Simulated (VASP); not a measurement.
# Rh (P6_3/mmc) in VASP: further runs, part 2 of 2

VASP 6.6.1. The steps go on from the part before.

### Step 3. Single point, LDA

This run uses another cell than the first one, of 13.25 Å³/atom, 1.004 times its volume.

INCAR

```
  PREC = Accurate
  ENCUT = 520
  EDIFF = 1E-6
  ISMEAR = -1
  SIGMA = 0.1
  LREAL = F
  LASPH = T
  NELM = 100
  ALGO = Normal
  ISIF = 2
  LWAVE = F
  LCHARG = F
  GGA = CA
  NBANDS = 38
```

KPOINTS

```
regular mesh
0
Gamma
  10 10 3
```

POSCAR

```
Rh
1.0
    2.6548479837      0.0000000000      0.0000000000
   -1.3274239919      2.2991657971      0.0000000000
    0.0000000000      0.0000000000      8.6858423572
Rh
4
Direct
    0.0000000000      0.0000000000      0.0000000000
    0.0000000000      0.0000000000      0.5000000000
    0.3333333333      0.6666666667      0.2500000000
    0.6666666667      0.3333333333      0.7500000000
```

Potentials or basis: VASP PAW LDA potentials, release 64 (Rh_pv).

Started as:

```
cat potpaw_LDA.64/Rh_pv/POTCAR > POTCAR
mpirun -np 1 vasp_std > vasp.out
```

OUTCAR:

```text
PREC = Accurate
   ENCUT = 520
   EDIFF = 1E-6
   ISMEAR = -1
   LREAL = F
   LASPH = T
   NELM = 100
   ISIF = 2
   GGA = CA

 ion  position               nearest neighbor table
   1  0.000  0.000  0.000-   3 2.66   4 2.66   4 2.66   3 2.66   4 2.66   3 2.66
   2  0.000  0.000  0.500-   3 2.66   4 2.66   4 2.66   3 2.66   4 2.66   3 2.66
   3  0.333  0.667  0.250-   1 2.66   2 2.66   1 2.66   2 2.66   1 2.66   2 2.66
   4  0.667  0.333  0.750-   1 2.66   2 2.66   1 2.66   2 2.66   1 2.66   2 2.66

  LATTYP: Found a hexagonal cell.
 ALAT       =     2.6548479837
 C/A-ratio  =     3.2716910386

  Lattice vectors:

 A1 = (   2.6548479837,   0.0000000000,   0.0000000000)
 A2 = (  -1.3274239919,   2.2991657971,   0.0000000000)
 A3 = (   0.0000000000,   0.0000000000,   8.6858423572)

Analysis of symmetry for initial positions (statically):
=====================================================================
 Subroutine PRICEL returns:
 Original cell was already a primitive cell.

 Routine SETGRP: Setting up the symmetry group for a
 hexagonal supercell.

 Subroutine GETGRP returns: Found 24 space group operations
 (whereof 12 operations were pure point group operations)
 out of a pool of 24 trial point group operations.

The static configuration has the point symmetry D_3d.
 The point group associated with its full space group is D_6h.

Analysis of symmetry for dynamics (positions and initial velocities):
=====================================================================
 Subroutine PRICEL returns:
 Original cell was already a primitive cell.

 Routine SETGRP: Setting up the symmetry group for a
 hexagonal supercell.

 Subroutine GETGRP returns: Found 24 space group operations
 (whereof 12 operations were pure point group operations)
 out of a pool of 24 trial point group operations.

The dynamic configuration has the point symmetry D_3d.
 The point group associated with its full space group is D_6h.

 Subroutine INISYM returns: Found 24 space group operations
 (whereof 12 operations are pure point group operations),
 and found     1 'primitive' translations

----------------------------------------------------------------------------------------

                                     Primitive cell

  volume of cell :      53.0178

  direct lattice vectors                    reciprocal lattice vectors
     2.654847984  0.000000000  0.000000000     0.376669401  0.217470180  0.000000000
    -1.327423992  2.299165797  0.000000000     0.000000000  0.434940360  0.000000000
     0.000000000  0.000000000  8.685842357     0.000000000  0.000000000  0.115129881

  length of vectors
     2.654847984  2.654847984  8.685842357     0.434940360  0.434940360  0.115129881

  position of ions in fractional coordinates (direct lattice)
     0.000000000  0.000000000  0.000000000
     0.000000000  0.000000000  0.500000000
     0.333333333  0.666666667  0.250000000
     0.666666667  0.333333333  0.750000000

  ion indices of the primitive-cell ions
   primitive index   ion index
                 1           1
                 2           2
                 3           3
                 4           4

----------------------------------------------------------------------------------------

 KPOINTS: regular mesh

Automatic generation of k-mesh.
 Grid dimensions read from file:
 generate k-points for:   10   10    3

 Generating k-lattice:

  Cartesian coordinates                     Fractional coordinates (reciprocal lattice)
     0.037666940  0.021747018  0.000000000     0.100000000 -0.000000000  0.000000000
     0.000000000  0.043494036  0.000000000     0.000000000  0.100000000  0.000000000
     0.000000000  0.000000000  0.038376627     0.000000000  0.000000000  0.333333333

  Length of vectors
     0.043494036  0.043494036  0.038376627

  Shift w.r.t. Gamma in fractional coordinates (k-lattice)
     0.000000000  0.000000000  0.000000000

 Subroutine IBZKPT returns following result:
 ===========================================

 Found     28 irreducible k-points:

 Following reciprocal coordinates:
            Coordinates               Weight
  0.000000  0.000000  0.000000      1.000000
  0.100000  0.000000  0.000000      6.000000
  0.200000  0.000000  0.000000      6.000000
  0.300000  0.000000  0.000000      6.000000
  0.400000  0.000000  0.000000      6.000000
  0.500000  0.000000  0.000000      3.000000
[... 16 lines left out ...]
  0.300000  0.100000  0.333333     24.000000
  0.400000  0.100000  0.333333     24.000000
 [... further k-points ...]
   k-points           NKPTS =     28   k-points in BZ     NKDIM =     28   number of bands    NBANDS=     38
   number of dos      NEDOS =    301   number of ions     NIONS =      4
   total plane-waves  NPLWV =  28000
   dimension x,y,z NGX =    20 NGY =   20 NGZ =   70
   dimension x,y,z NGXF=    40 NGYF=   40 NGZF=  140
   ions per type =               4
   NGX,Y,Z   is equivalent  to a cutoff of  12.52, 12.52, 13.40 a.u.
   NGXF,Y,Z  is equivalent  to a cutoff of  25.05, 25.05, 26.80 a.u.
 SYSTEM =  unknown system
   PREC   = accura    normal or accurate (medium, high low for compatibility)
   ISTART =      0    job   : 0-new  1-cont  2-samecut
   ICHARG =      2    charge: 1-file 2-atom 10-const
   ISPIN  =      1    spin polarized calculation?
   LNONCOLLINEAR =      F non collinear calculations
   LSORBIT =      F    spin-orbit coupling
   LASPH  =      T    aspherical Exc in radial PAW
   ENCUT  =  520.0 eV  38.22 Ry    6.18 a.u.   4.94  4.94 16.15*2*pi/ulx,y,z
   NELM   =    100;   NELMIN=  2; NELMDL= -5     # of ELM steps
   EDIFF  = 0.1E-05   stopping-criterion for ELM
   LREAL  =      F    real-space projection
   EDIFFG = 0.1E-04   stopping-criterion for IOM
   NSW    =      0    number of steps for IOM
   IBRION =     -1    ionic relax: 0-MD 1-quasi-New 2-CG
   NFREE  =      0    steps in history (QN), initial steepest desc. (CG)
   ISIF   =      2    stress and relaxation
   ISYM   =      2    0-nonsym 1-usesym 2-fastsym
   POTIM  = 0.5000    time-step for ionic-motion
   TEBEG  =    0.0;   TEEND  =   0.0 temperature during run
   PSTRESS=    0.0 pullay stress
   NELECT =      60.0000    total number of electrons
   NUPDOWN=      -1.0000    fix difference up-down
   EMIN   =  10.00;   EMAX   =-10.00  energy-range for DOS
   EFERMI =   0.00;   METHOD = LEGACY
   ISMEAR =    -1;   SIGMA  =   0.10  broadening in eV -4-tet -1-fermi 0-gaus
   EFERMI_NEDOS =   21; number of points for ismear=-14 and -15
   IALGO  =     38    algorithm
   IMIX   =      4    mixing-type and parameters
     AMIX     =   0.40;   BMIX     =  1.00
     AMIX_MAG =   1.60;   BMIX_MAG =  1.00
  volume/ion in A,a.u.               =      13.25        89.45
  Fermi-wavevector in a.u.,A,eV,Ry     =   1.706022  3.223914 39.599905  2.910511
  Thomas-Fermi vector in A             =   2.785135
   LORBIT       =      0    0 simple, 1 ext, 2 COOP (PROOUT), +10 PAW based schemes
   GGA     = CA    functional components
   LHFCALC =     F    Hartree Fock is set to
   AEXX    =    0.0000 exact exchange contribution
   IVDW    =     0    specifies the selected vdW correction
   LEPSILON=     F    determine dielectric tensor
   LRPA    =     F    only Hartree local field effects (RPA)
 non-spin polarized calculation
  energy-cutoff  :      520.00
  volume of cell :       53.02
 maximum number of plane-waves:      1453
 NGX is ok and might be reduce to    20
   NGX =  9   NGY =  9   NGZ = 33

 number of electron      60.0000000 magnetization

 Free energy of the ion-electron system (eV)
  ---------------------------------------------------
  ext. energy  EPLUGINS =         0.00000000
  ---------------------------------------------------
  free energy    TOTEN  =       -34.77171708 eV

  energy without entropy =      -34.59644249  energy(sigma->0) =      -34.68407978

 E-fermi :  12.4447     XC(G=0): -14.5857

 val. band max:       12.4426851399   @ k =   0.3000   0.1000   0.3333
 cond. band min:      12.4767935802   @ k =   0.4000   0.0000   0.3333
 fundamental gap:      0.0341084402
 Fermi energy:        12.4446575518

 k-point     1 :       0.0000    0.0000    0.0000
  band No.  band energies     occupation
      1     -34.6569      2.00000
      2     -34.2443      2.00000
      3     -34.2441      2.00000
      4     -33.9387      2.00000
      5     -33.9387      2.00000
      6     -33.8916      2.00000
[... 30 lines left out ...]
     37      21.3084      0.00000
     38      26.9046      0.00000
[... 941 lines left out ...]
     37      21.9253      0.00000
     38      21.9606      0.00000

 [... further k-points ...]
[... 5 lines left out ...]
  --------------------------------------------------------------------------------------
  -------------------------------------------------------------------------------------
  Total        0.3082754      0.3082754      0.3059647     -0.0000000      0.0000000      0.0000000
  in kB        9.3159594      9.3159594      9.2461310     -0.0000000      0.0000000      0.0000000
  external PRESSURE =       9.2926833 kB  Pullay stress =       0.0000000 kB

 VOLUME and BASIS-vectors are now :
 -----------------------------------------------------------------------------
  energy-cutoff  :      520.00
  volume of cell :       53.02
      direct lattice vectors                 reciprocal lattice vectors
     2.654847984  0.000000000  0.000000000     0.376669401  0.217470180  0.000000000
    -1.327423992  2.299165797  0.000000000     0.000000000  0.434940360  0.000000000
     0.000000000  0.000000000  8.685842357     0.000000000  0.000000000  0.115129881

 POSITION                                       TOTAL-FORCE (eV/Angst)
 -----------------------------------------------------------------------------------
      0.00000      0.00000      0.00000        -0.000000      0.000000     -0.000000
      0.00000      0.00000      4.34292        -0.000000      0.000000     -0.000000
     -0.00000      1.53278      2.17146         0.000000     -0.000000     -0.000000
      1.32742      0.76639      6.51438         0.000000     -0.000000      0.000000
 -----------------------------------------------------------------------------------
    total drift:                                0.000000     -0.000000      0.000000

  FREE ENERGIE OF THE ION-ELECTRON SYSTEM (eV)
  ---------------------------------------------------
  free  energy   TOTEN  =       -34.7717170780 eV

  energy  without entropy=      -34.5964424918  energy(sigma->0) =      -34.68407978
```

OSZICAR:

```text
N       E                     dE             d eps       ncg     rms          rms(c)
DAV:   1     0.767762231811E+03    0.76776E+03   -0.36235E+04  2152   0.184E+03
DAV:   2    -0.117160842451E+02   -0.77948E+03   -0.75701E+03  2238   0.575E+02
DAV:   3    -0.367690212881E+02   -0.25053E+02   -0.24456E+02  2338   0.114E+02
DAV:   4    -0.370008449239E+02   -0.23182E+00   -0.23168E+00  2362   0.111E+01
DAV:   5    -0.370049285316E+02   -0.40836E-02   -0.40835E-02  2398   0.149E+00    0.234E+01
DAV:   6    -0.348853629718E+02    0.21196E+01   -0.62898E+00  2332   0.190E+01    0.812E+00
DAV:   7    -0.348067371952E+02    0.78626E-01   -0.27091E-01  2356   0.481E+00    0.340E+00
DAV:   8    -0.348476075271E+02   -0.40870E-01   -0.52752E-01  2272   0.844E+00    0.300E+00
DAV:   9    -0.347719629154E+02    0.75645E-01   -0.23171E-01  2272   0.485E+00    0.555E-01
DAV:  10    -0.347717511317E+02    0.21178E-03   -0.47847E-03  2284   0.532E-01    0.738E-02
DAV:  11    -0.347717171490E+02    0.33983E-04   -0.14792E-04  2430   0.117E-01    0.266E-02
DAV:  12    -0.347717175040E+02   -0.35503E-06   -0.23332E-05  2362   0.522E-02    0.524E-03
DAV:  13    -0.347717170780E+02    0.42601E-06   -0.12006E-06  1322   0.101E-02
   1 F= -.34771717E+02 E0= -.34684080E+02  d E =-.175275E+00
```

stdout:

```text
POSCAR found type information on POSCAR Rh
 POSCAR found :  1 types and       4 ions
 scaLAPACK will be used
 LDA part: xc-table for (Slater(with rela. corr.)+CA(PZ))
 , standard interpolation
 POSCAR, INCAR and KPOINTS ok, starting setup
 FFT: planning ... GRIDC
 FFT: planning ... GRID_SOFT
 FFT: planning ... GRID
 WAVECAR not read
 entering main loop
```

Run time: 28 s. Hardware: 1 thread of AMD EPYC 9R45 (Zen 5), shared host; peak memory 0.14 GiB.

Results:

```
Free energy            : -34.7717 eV
Pressure               : 0.9 GPa
Band gap on the k mesh : zero (band 30 reaches 13.32 eV, above the bottom of band 31 at 11.34 eV)
```

Levels at points of the mesh, in eV from the Fermi level:
```
           k point  band 27  band 28  band 29  band 30  band 31  band 32
(0.00, 0.00, 0.00)    -2.84    -1.54    -1.54    -0.92    -0.92    -0.38
(0.50, 0.00, 0.00)     0.59     0.62     0.70     0.87     0.88     0.92
```

### Step 4. Single point, BLYP+D3(BJ)

This run uses another cell than the first one, of 13.85 Å³/atom, 1.049 times its volume.

INCAR

```
AGGAC    = 1.0          
AGGAX    = 1.0          
ALDAC    = 0.0          
ALDAX    = 1.0          
ALGO     = Normal         # electronic algorithm
EDIFF    = 1E-6           # SCF threshold, eV
ENCUT    = 520            # plane-wave cutoff, eV
GGA      = B5             # functional
ISIF     = 2              # what is computed and relaxed
ISMEAR   = -1             # smearing method
IVDW     = 12             # dispersion correction
LASPH    = True           # aspherical terms in the spheres
LCHARG   = False          # write CHGCAR
LREAL    = False          # projectors in reciprocal space
LWAVE    = False          # write WAVECAR
NBANDS   = 38             # bands
NELM     = 100            # most SCF steps
PREC     = Accurate       # precision mode
SIGMA    = 0.1            # smearing width, eV
VDW_A1   = 0.4298       
VDW_A2   = 4.2359       
VDW_S6   = 1.0          
VDW_S8   = 2.6996
```

KPOINTS

```
k-points
0
Gamma
  10 10 3
```

POSCAR

```
Rh
1.0
    2.6941539338      0.0000000000      0.0000000000
   -1.3470769669      2.3332057484      0.0000000000
    0.0000000000      0.0000000000      8.8153885024
Rh
4
Direct
    0.0000000000      0.0000000000      0.0000000000
    0.0000000000      0.0000000000      0.5000000000
    0.3333333333      0.6666666667      0.2500000000
    0.6666666667      0.3333333333      0.7500000000
```

Potentials or basis: VASP PAW PBE potentials, release 64 (Rh_pv).

Started as:

```
cat potpaw_PBE.64/Rh_pv/POTCAR > POTCAR
mpirun -np 1 vasp_std > vasp.out
```

Wall time 48 s (1 thread of AMD EPYC 9R45 (Zen 5), shared host); peak memory 0.17 GiB.

The run converged. Its results:

| Quantity | Value |
| --- | --- |
| Free energy | -30.4023 eV |
| Pressure | 0.7 GPa |
| Band gap on the k mesh | zero (band 30 reaches 13.12 eV, above the bottom of band 31 at 11.28 eV) |
| Dispersion energy per atom | -1.482 eV |

Levels at points of the mesh, in eV from the Fermi level:
```
           k point  band 25  band 26  band 27  band 28  band 29  band 30  band 31  band 32  band 33  band 34
(0.00, 0.00, 0.00)    -2.73    -2.62    -2.62    -1.45    -1.45    -0.86    -0.86    -0.37    -0.37     0.40
(0.50, 0.00, 0.00)    -1.54     0.50     0.53     0.57     0.64     0.80     0.81     0.85     1.52     2.53
```

Caveat: the PAW data sets were made with another functional, which shifts forces and pressure a little; pairwise dispersion overbinds metals, which lowers pressure and volume.

### Step 5. Summary

| level | potentials or basis | cell | gap on the mesh (eV) | pressure (GPa) |
| --- | --- | --- | --- | --- |
| PBEsol+D3(BJ) | VASP PAW PBE potentials, release 64 (Rh_pv) | a = 2.651, b = 2.651, c = 8.674 Å, angles 90.0, 90.0, 120.0°, 4 atoms | none | -0.1 |
| LDA | VASP PAW LDA potentials, release 64 (Rh_pv) | a = 2.655, b = 2.655, c = 8.686 Å, angles 90.0, 90.0, 120.0°, 4 atoms | none | 0.9 |
| BLYP+D3(BJ) | VASP PAW PBE potentials, release 64 (Rh_pv) | a = 2.694, b = 2.694, c = 8.815 Å, angles 90.0, 90.0, 120.0°, 4 atoms | none | 0.7 |

Alike in all rows: task single point; no spin polarisation; k mesh 10 × 10 × 3; cutoff (eV) 520; smearing fermi-dirac 0.1 eV.

Caveats: the PAW data sets were made with another functional, which shifts forces and pressure a little (some runs); pairwise dispersion overbinds metals, which lowers pressure and volume (some runs).

Absolute energies hang on the potentials; compare differences alone.
